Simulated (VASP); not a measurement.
# Al3GaAs4 (P-43m) in VASP: vibrations by perturbation theory with PBE

Aim: the vibrations by perturbation theory of Al3GaAs4 with PBE.

Everything below comes from runs of VASP 6.6.1. Logs are shortened: lines on timing, memory, paths and dates and some standing lists are left out, and cuts for length are marked.

### Step 1. The cell of the first run

It takes space group P-43m (No. 215, cubic). Conventional cell: a = 5.733 Å, b = 5.733 Å, c = 5.733 Å, α = 90.00°, β = 90.00°, γ = 90.00°. Al (site symmetry -42m) has 4 As at 2.48 Å within 3.3 Å. Within 3.3 Å of Ga (site symmetry -43m) lie 4 As at 2.49 Å. Within 3.3 Å of As (site symmetry 3m) lie 3 Al at 2.48 Å and 1 Ga at 2.49 Å.

### Step 2. Vibrations by perturbation theory, PBE

File INCAR:

```
PREC     = Accurate       # precision mode
ENCUT    = 520            # plane-wave cutoff, eV
EDIFF    = 1E-8           # SCF threshold, eV
ISMEAR   = 0              # smearing method
SIGMA    = 0.01           # smearing width, eV
LREAL    = False          # projectors in reciprocal space
LASPH    = True           # aspherical terms in the spheres
NELM     = 60             # most SCF steps
ALGO     = Normal         # electronic algorithm
ISIF     = 2              # what is computed and relaxed
LWAVE    = False          # write WAVECAR
LCHARG   = True           # write CHGCAR
GGA      = PE             # functional
NBANDS   = 31             # bands
IBRION   = 8              # ionic algorithm
NSW      = 1              # ionic steps
LEPSILON = True           # dielectric tensor by DFPT
KPAR     = 4
```

File KPOINTS:

```
Automatic mesh
0
Gamma
  6 6 6
```

File POSCAR:

```
Al3GaAs4
1.0
    5.7330308478      0.0000000000      0.0000000000
    0.0000000000      5.7330308478      0.0000000000
    0.0000000000      0.0000000000      5.7330308478
Al Ga As
3 1 4
Direct
    0.5000000000      0.5000000000      0.0000000000
    0.5000000000      0.0000000000      0.5000000000
    0.0000000000      0.5000000000      0.5000000000
    0.0000000000      0.0000000000      0.0000000000
    0.7491066870      0.7491066870      0.2508933130
    0.7491066870      0.2508933130      0.7491066870
    0.2508933130      0.7491066870      0.7491066870
    0.2508933130      0.2508933130      0.2508933130
```

Potentials or basis: VASP PAW PBE potentials, release 64 (Al, Ga_d, As).

The run is started by

```bash
> cat potpaw_PBE.64/Al/POTCAR potpaw_PBE.64/Ga_d/POTCAR potpaw_PBE.64/As/POTCAR > POTCAR
> mpirun -np 4 vasp_std > vasp.out
```

OUTCAR:

```text
PREC = Accurate
   ENCUT = 520
   EDIFF = 1E-8
   ISMEAR = 0
   LREAL = False
   LASPH = True
   NELM = 60
   ISIF = 2
   GGA = PE
   IBRION = 8
   NSW = 1
   LEPSILON = True

 ion  position               nearest neighbor table
   1  0.500  0.500  0.000-   5 2.48   6 2.48   7 2.48   8 2.48
   2  0.500  0.000  0.500-   5 2.48   6 2.48   7 2.48   8 2.48
   3  0.000  0.500  0.500-   5 2.48   6 2.48   7 2.48   8 2.48
   4  0.000  0.000  0.000-   5 2.49   6 2.49   7 2.49   8 2.49
   5  0.749  0.749  0.251-   1 2.48   2 2.48   3 2.48   4 2.49
   6  0.749  0.251  0.749-   1 2.48   2 2.48   3 2.48   4 2.49
   7  0.251  0.749  0.749-   1 2.48   2 2.48   3 2.48   4 2.49
   8  0.251  0.251  0.251-   1 2.48   2 2.48   3 2.48   4 2.49

  LATTYP: Found a simple cubic cell.
 ALAT       =     5.7330308478

  Lattice vectors:

 A1 = (   5.7330308478,   0.0000000000,   0.0000000000)
 A2 = (   0.0000000000,   5.7330308478,   0.0000000000)
 A3 = (   0.0000000000,   0.0000000000,   5.7330308478)

Analysis of symmetry for initial positions (statically):
=====================================================================
 Subroutine PRICEL returns:
 Original cell was already a primitive cell.

 Routine SETGRP: Setting up the symmetry group for a
 simple cubic supercell.

 Subroutine GETGRP returns: Found 24 space group operations
 (whereof 24 operations were pure point group operations)
 out of a pool of 48 trial point group operations.

The static configuration has the point symmetry T_d .

Analysis of symmetry for dynamics (positions and initial velocities):
=====================================================================
 Subroutine PRICEL returns:
 Original cell was already a primitive cell.

[... 999 lines left out ...]
 ------------------------------------
               1X          1Y          1Z          2X          2Y          2Z          3X          3Y          3Z          4X          4Y          4Z          5X          5Y          5Z          6X          6Y          6Z          7X          7Y          7Z          8X          8Y          8Z
  1X    -9.434152    0.000000    0.000000   -1.924733    0.000000    0.000000    1.227816    0.000000    0.000000    1.285316    0.000000    0.000000    2.211438    1.690541    1.689037    2.211438   -1.690541   -1.689037    2.211438   -1.690541    1.689037    2.211438    1.690541   -1.689037
  1Y     0.000000   -9.434152    0.000000    0.000000    1.227816    0.000000    0.000000   -1.924733    0.000000    0.000000    1.285316    0.000000    1.690541    2.211438    1.689037   -1.690541    2.211438    1.689037   -1.690541    2.211438   -1.689037    1.690541    2.211438   -1.689037
  1Z     0.000000    0.000000   -9.601276    0.000000    0.000000    1.229945    0.000000    0.000000    1.229945    0.000000    0.000000   -2.007288    1.738449    1.738449    2.287169   -1.738449    1.738449    2.287169    1.738449   -1.738449    2.287169   -1.738449   -1.738449    2.287169
  2X    -1.924733    0.000000    0.000000   -9.434152    0.000000    0.000000    1.227816    0.000000    0.000000    1.285316    0.000000    0.000000    2.211438   -1.689037   -1.690541    2.211438    1.689037    1.690541    2.211438    1.689037   -1.690541    2.211438   -1.689037    1.690541
  2Y     0.000000    1.229945    0.000000    0.000000   -9.601276    0.000000    0.000000    1.229945    0.000000    0.000000   -2.007288    0.000000   -1.738449    2.287169    1.738449    1.738449    2.287169    1.738449    1.738449    2.287169   -1.738449   -1.738449    2.287169   -1.738449
  2Z     0.000000    0.000000    1.227816    0.000000    0.000000   -9.434152    0.000000    0.000000   -1.924733    0.000000    0.000000    1.285316   -1.690541    1.689037    2.211438    1.690541    1.689037    2.211438   -1.690541   -1.689037    2.211438    1.690541   -1.689037    2.211438
  3X     1.229945    0.000000    0.000000    1.229945    0.000000    0.000000   -9.601276    0.000000    0.000000   -2.007288    0.000000    0.000000    2.287169   -1.738449    1.738449    2.287169    1.738449   -1.738449    2.287169    1.738449    1.738449    2.287169   -1.738449   -1.738449
  3Y     0.000000   -1.924733    0.000000    0.000000    1.227816    0.000000    0.000000   -9.434152    0.000000    0.000000    1.285316    0.000000   -1.689037    2.211438   -1.690541    1.689037    2.211438   -1.690541    1.689037    2.211438    1.690541   -1.689037    2.211438    1.690541
  3Z     0.000000    0.000000    1.227816    0.000000    0.000000   -1.924733    0.000000    0.000000   -9.434152    0.000000    0.000000    1.285316    1.689037   -1.690541    2.211438   -1.689037   -1.690541    2.211438    1.689037    1.690541    2.211438   -1.689037    1.690541    2.211438
  4X     1.299156   -0.000000    0.000000    1.299156    0.000000    0.000000   -2.007684    0.000000   -0.000000   -8.655645    0.000000    0.000000    2.016254    1.532807   -1.532807    2.016254   -1.532807    1.532807    2.016254   -1.532807   -1.532807    2.016254    1.532807    1.532807
  4Y     0.000000    1.299156    0.000000   -0.000000   -2.007684   -0.000000    0.000000    1.299156   -0.000000   -0.000000   -8.655645    0.000000    1.532807    2.016254   -1.532807   -1.532807    2.016254   -1.532807   -1.532807    2.016254    1.532807    1.532807    2.016254    1.532807
  4Z     0.000000   -0.000000   -2.007684   -0.000000    0.000000    1.299156    0.000000    0.000000    1.299156    0.000000    0.000000   -8.655645   -1.532807   -1.532807    2.016254    1.532807   -1.532807    2.016254   -1.532807    1.532807    2.016254    1.532807    1.532807    2.016254
  5X     2.210520    1.688675    1.737834    2.210520   -1.737834   -1.688675    2.289941   -1.689140    1.689140    2.009651    1.533517   -1.533517   -9.873894    0.226159   -0.226159   -0.407421   -0.015752    0.015752    0.780342    0.015771    0.021396    0.780342   -0.021396   -0.015771
  5Y     1.688675    2.210520    1.737834   -1.689140    2.289941    1.689140   -1.737834    2.210520   -1.688675    1.533517    2.009651   -1.533517    0.226159   -9.873894   -0.226159    0.015771    0.780342    0.021396   -0.015752   -0.407421    0.015752   -0.021396    0.780342   -0.015771
  5Z     1.689140    1.689140    2.289941   -1.688675    1.737834    2.210520    1.737834   -1.688675    2.210520   -1.533517   -1.533517    2.009651   -0.226159   -0.226159   -9.873894   -0.015771    0.021396    0.780342    0.021396   -0.015771    0.780342    0.015752    0.015752   -0.407421
  6X     2.210520   -1.688675   -1.737834    2.210520    1.737834    1.688675    2.289941    1.689140   -1.689140    2.009651   -1.533517    1.533517   -0.407421    0.015752   -0.015752   -9.873894   -0.226159    0.226159    0.780342    0.021396    0.015771    0.780342   -0.015771   -0.021396
  6Y    -1.688675    2.210520    1.737834    1.689140    2.289941    1.689140    1.737834    2.210520   -1.688675   -1.533517    2.009651   -1.533517   -0.015771    0.780342    0.021396   -0.226159   -9.873894   -0.226159    0.021396    0.780342   -0.015771    0.015752   -0.407421    0.015752
  6Z    -1.689140    1.689140    2.289941    1.688675    1.737834    2.210520   -1.737834   -1.688675    2.210520    1.533517   -1.533517    2.009651    0.015771    0.021396    0.780342    0.226159   -0.226159   -9.873894   -0.015752    0.015752   -0.407421   -0.021396   -0.015771    0.780342
  7X     2.210520   -1.688675    1.737834    2.210520    1.737834   -1.688675    2.289941    1.689140    1.689140    2.009651   -1.533517   -1.533517    0.780342   -0.015771    0.021396    0.780342    0.021396   -0.015771   -9.873894   -0.226159   -0.226159   -0.407421    0.015752    0.015752
  7Y    -1.688675    2.210520   -1.737834    1.689140    2.289941   -1.689140    1.737834    2.210520    1.688675   -1.533517    2.009651    1.533517    0.015752   -0.407421   -0.015752    0.021396    0.780342    0.015771   -0.226159   -9.873894    0.226159   -0.015771    0.780342   -0.021396
  7Z     1.689140   -1.689140    2.289941   -1.688675   -1.737834    2.210520    1.737834    1.688675    2.210520   -1.533517    1.533517    2.009651    0.021396    0.015771    0.780342    0.015752   -0.015752   -0.407421   -0.226159    0.226159   -9.873894   -0.015771   -0.021396    0.780342
  8X     2.210520    1.688675   -1.737834    2.210520   -1.737834    1.688675    2.289941   -1.689140   -1.689140    2.009651    1.533517    1.533517    0.780342   -0.021396    0.015771    0.780342    0.015771   -0.021396   -0.407421   -0.015752   -0.015752   -9.873894    0.226159    0.226159
  8Y     1.688675    2.210520   -1.737834   -1.689140    2.289941   -1.689140   -1.737834    2.210520    1.688675    1.533517    2.009651    1.533517   -0.021396    0.780342    0.015771   -0.015752   -0.407421   -0.015752    0.015771    0.780342   -0.021396    0.226159   -9.873894    0.226159
  8Z    -1.689140   -1.689140    2.289941    1.688675   -1.737834    2.210520   -1.737834    1.688675    2.210520    1.533517    1.533517    2.009651   -0.015752   -0.015752   -0.407421   -0.021396    0.015771    0.780342    0.015771   -0.021396    0.780342    0.226159    0.226159   -9.873894

 Eigenvectors and eigenvalues of the dynamical matrix
 ----------------------------------------------------

   1 f  =   10.911374 THz    68.558188 2PiTHz  363.964276 cm-1    45.125799 meV
             X         Y         Z           dx          dy          dz
      2.866515  2.866515  0.000000    -0.079569   -0.180796    0.371902
      2.866515  0.000000  2.866515    -0.079569    0.113279   -0.593565
      0.000000  2.866515  2.866515     0.049855   -0.180796   -0.593565
      0.000000  0.000000  0.000000     0.013298    0.030215    0.099197
      4.294652  4.294652  1.438379    -0.009768    0.001392    0.083975
      4.294652  1.438379  4.294652     0.036166   -0.007463    0.092829
      1.438379  4.294652  4.294652    -0.029887    0.058590    0.104094
      1.438379  1.438379  1.438379     0.056285    0.067445    0.112949
[... 243 lines left out ...]
  24 f/i=    0.010496 THz     0.065945 2PiTHz    0.350093 cm-1     0.043406 meV
             X         Y         Z           dx          dy          dz
      2.866515  2.866515  0.000000     0.169413    0.026211   -0.175859
      2.866515  0.000000  2.866515     0.169413    0.026331   -0.175059
      0.000000  2.866515  2.866515     0.170187    0.026211   -0.175059
      0.000000  0.000000  0.000000     0.270348    0.041828   -0.279358
      4.294652  4.294652  1.438379     0.281549    0.042495   -0.290974
      4.294652  1.438379  4.294652     0.282918    0.043647   -0.292127
      1.438379  4.294652  4.294652     0.281727    0.044838   -0.291153
      1.438379  1.438379  1.438379     0.282740    0.043686   -0.292305

--------------------------------------------------------------------------------------------------------

 MACROSCOPIC STATIC DIELECTRIC TENSOR IONIC CONTRIBUTION
 ------------------------------------------------------
           2.091106     0.000000     0.000000
          -0.000000     2.091106    -0.000000
           0.000000    -0.000000     2.091106
 ------------------------------------------------------

 ELASTIC MODULI CONTR FROM IONIC RELAXATION (kBar)
 Direction    XX          YY          ZZ          XY          YZ          ZX
 --------------------------------------------------------------------------------
 XX          -0.8183      0.0208      0.0208      0.0000      0.0000     -0.0000
 YY           0.0208     -0.8183      0.0208      0.0000      0.0000      0.0000
 ZZ           0.0208      0.0208     -0.8183     -0.0000      0.0000      0.0000
 XY           0.0000      0.0000     -0.0000   -186.1344     -0.0000      0.0000
 YZ          -0.0000     -0.0000      0.0000     -0.0000   -186.1344      0.0000
 ZX          -0.0000      0.0000      0.0000     -0.0000     -0.0000   -186.1344
 --------------------------------------------------------------------------------

 PIEZOELECTRIC TENSOR IONIC CONTR  for field in x, y, z        (C/m^2)
          XX          YY          ZZ          XY          YZ          ZX
  --------------------------------------------------------------------------------
  x     0.00000    -0.00000    -0.00000     0.00000     0.58017    -0.00000
  y     0.00000     0.00000    -0.00000    -0.00000     0.00000     0.58017
  z    -0.00000    -0.00000     0.00000     0.58017     0.00000     0.00000
```

It took 27 min on 4 MPI ranks of Intel Xeon Platinum 8375C at 2.90GHz (Ice Lake), shared host; peak memory 1.2 GiB.

Results:

* Electronic dielectric tensor (diagonal): 10.87
* Born charges (mean of the diagonal): Al +2.10; Ga +2.35; As -2.16 e
* Highest phonon frequency at Γ, LO-TO splitting left out: 364 cm⁻¹

Phonon frequencies in cm⁻¹ (negative: imaginary):
| q point | frequencies |
| --- | --- |
| (0.000, 0.000, 0.000) | 0 0 0 84 84 84 99 99 99 202 210 210 233 233 233 318 318 318 341 341 341 364 364 364 |

Electronic dielectric tensor:
```
10.87  0.00  0.00
 0.00 10.87  0.00
 0.00  0.00 10.87
```

Born effective charge tensors (e):
atom 1, Al
```
2.15 0.00 0.00
0.00 2.15 0.00
0.00 0.00 2.01
```
atom 2, Al
```
2.15 0.00 0.00
0.00 2.01 0.00
0.00 0.00 2.15
```
atom 3, Al
```
2.01 0.00 0.00
0.00 2.15 0.00
0.00 0.00 2.15
```
atom 4, Ga
```
2.35 0.00 0.00
0.00 2.35 0.00
0.00 0.00 2.35
```
atom 5, As
```
-2.16 -0.04  0.04
-0.04 -2.16  0.04
 0.04  0.04 -2.16
```
atom 6, As
```
-2.16  0.04 -0.04
 0.04 -2.16  0.04
-0.04  0.04 -2.16
```
atom 7, As
```
-2.16  0.04  0.04
 0.04 -2.16 -0.04
 0.04 -0.04 -2.16
```
atom 8, As
```
-2.16 -0.04 -0.04
-0.04 -2.16 -0.04
-0.04 -0.04 -2.16
```
